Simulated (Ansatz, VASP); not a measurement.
# Fe: VASP beside Ansatz

File INCAR:

```
ALGO = Normal ; EDIFF = 1E-6
ENCUT = 520 ; GGA = PE
ISIF = 2 ; ISMEAR = -1
ISPIN = 2 ; LASPH = True
LCHARG = False ; LMAXMIX = 4
LORBIT = 11 ; LREAL = False
LWAVE = False ; MAGMOM = 3
NBANDS = 14 ; NELM = 150
PREC = Accurate ; SIGMA = 0.05
```

File KPOINTS:

```
k-points
0
Gamma
  16 16 16
```

File POSCAR:

```
Fe
1.0
    0.0000000000      1.9798226863      2.0036464209
    1.5278283418      0.0000000000      2.0036464209
    1.5278283418      1.9798226863      0.0000000000
Fe
1
Direct
    0.0000000000      0.0000000000      0.0000000000
```

Input for Ansatz:

```yaml
crystal:
  lattice:
    - [0.0, 1.9798226863, 2.0036464209]
    - [1.5278283418, 0.0, 2.0036464209]
    - [1.5278283418, 1.9798226863, 0.0]
  atoms:
    - { symbol: Fe, position: [0.0, 0.0, 0.0], spin: 3.0 }
magnetization:
  spin_polarized: true
kpoints:
  mp_grid: { grid: [16, 16, 16] }
scf:
  occupations: { method: fermi_dirac, width: 0.05 }
hamiltonian:
  xc: pbe
  pseudopotentials: { kind: all_electron, lapw: { basis_error: 0.0005 } }
output:
  forces: true
  stress: true
  eigenvalues: true
```

Change from the starting cell: volume scaled by 1.06.

Alike in both runs: task single point; functional PBE; k mesh 16 × 16 × 16; occupations fermi-dirac, width 0.05 eV; collinear spin.

```csv
,VASP,Ansatz
version,VASP 6.6.1,Ansatz 0.2.0
potentials or method,"VASP PAW PBE potentials, release 64 (Fe), cutoff 520 eV","all-electron LAPW, scalar-relativistic"
```

VASP gave:

```
pressure (GPa)                                                : -8.8
traceless stress, the component that is largest in VASP (GPa) : -4.12
net moment per atom (μB)                                      : 2.36
size of the moment on the site where the two differ most (μB) : 2.37
```

Task: What did Ansatz give for the same quantities?

Result: Pressure (GPa): -9.5; traceless stress, the component that is largest in VASP (GPa): -4.33; net moment per atom (μB): 2.32; size of the moment on the site where the two differ most (μB): 2.38.

Site moments also hang on the region over which each program counts them. Ansatz ran all-electron here, and VASP with PAW potentials.
